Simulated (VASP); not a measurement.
BaTiO3: single point with PBE

The system is BaTiO3.

```
CELL_PARAMETERS angstrom
3.99231 0.08322 0.02020
0.08322 3.99251 -0.01044
0.02020 -0.01044 4.03366
ATOMIC_POSITIONS crystal
Ba 0.99938 0.01232 0.99797
Ti 0.50866 0.49604 0.51459
O 0.49272 0.50148 0.98266
O 0.50459 0.98453 0.50682
O 0.99466 0.50562 0.49797
```

This cell differs from its parent crystal: atoms moved at random and the cell strained at random.

```
Program                : VASP 6.6.1
Task                   : single point
Functional             : PBE
Potentials or basis    : VASP PAW PBE potentials, release 64 (Ba_sv, Ti_sv, O)
Cutoff                 : 520 eV
k mesh                 : 8 × 8 × 8
Occupations            : gaussian, width 0.05 eV
Spin                   : no spin polarisation
Dipole correction      : no
Further INCAR settings : ALGO = Normal; EDIFF = 1e-07; NBANDS = 28
```

| Quantity | Value |
| --- | --- |
| Pressure | 5.2 GPa |
| Largest force | 0.806 eV/Å |
| Band gap on the k mesh | 1.79 eV (least direct gap 1.94 eV) |

Forces on the atoms (eV/Å):
```
Ba   0.150 -0.419  0.183
Ti  -0.007  0.454  0.203
O    0.036 -0.278  0.269
O   -0.206  0.658 -0.417
O    0.027 -0.415 -0.238
```

Stress tensor (GPa, compression positive):
```
 5.37 -5.34 -1.06
-5.34  5.24  0.30
-1.06  0.30  4.84
```

Levels at points of the mesh, in eV from the valence-band top:
| k point | band 16 | band 17 | band 18 | band 19 | band 20 | band 21 | band 22 | band 23 | band 24 | band 25 |
| --- | --- | --- | --- | --- | --- | --- | --- | --- | --- | --- |
| (0.00, 0.00, 0.00) | -1.21 | -1.14 | -0.45 | -0.37 | -0.15 | 1.79 | 1.84 | 2.01 | 3.98 | 4.03 |
| (0.50, 0.00, 0.00) | -2.07 | -1.81 | -1.72 | -0.90 | -0.84 | 2.00 | 3.49 | 3.55 | 3.99 | 5.91 |
| (0.00, 0.50, 0.00) | -2.09 | -1.80 | -1.63 | -1.00 | -0.87 | 2.10 | 3.51 | 3.52 | 4.02 | 5.93 |
| (0.50, 0.50, 0.00) | -2.76 | -1.81 | -1.04 | -0.89 | -0.08 | 3.51 | 3.61 | 3.94 | 4.70 | 7.72 |
| (0.00, 0.00, 0.50) | -1.96 | -1.90 | -1.80 | -0.94 | -0.56 | 1.93 | 3.43 | 3.51 | 3.98 | 5.93 |
| (0.50, 0.00, 0.50) | -2.75 | -1.76 | -0.94 | -0.90 | -0.22 | 3.47 | 3.50 | 3.90 | 4.80 | 7.59 |
| (0.00, 0.50, 0.50) | -2.73 | -1.75 | -0.98 | -0.94 | -0.19 | 3.48 | 3.52 | 3.91 | 4.80 | 7.64 |
| (0.50, 0.50, 0.50) | -2.52 | -2.36 | -0.15 | -0.09 | 0.00 | 4.10 | 4.17 | 4.20 | 6.44 | 6.62 |

It took 12 min on 1 thread of Intel Xeon 8259CL, with other jobs on the host, peak memory 0.53 GiB.

Caveat: the cell differs from its parent crystal (atoms moved at random and the cell strained at random); the cell stands under pressure; spin-orbit coupling is left out, which moves the levels of the heavy elements. A k mesh can miss the band edges.
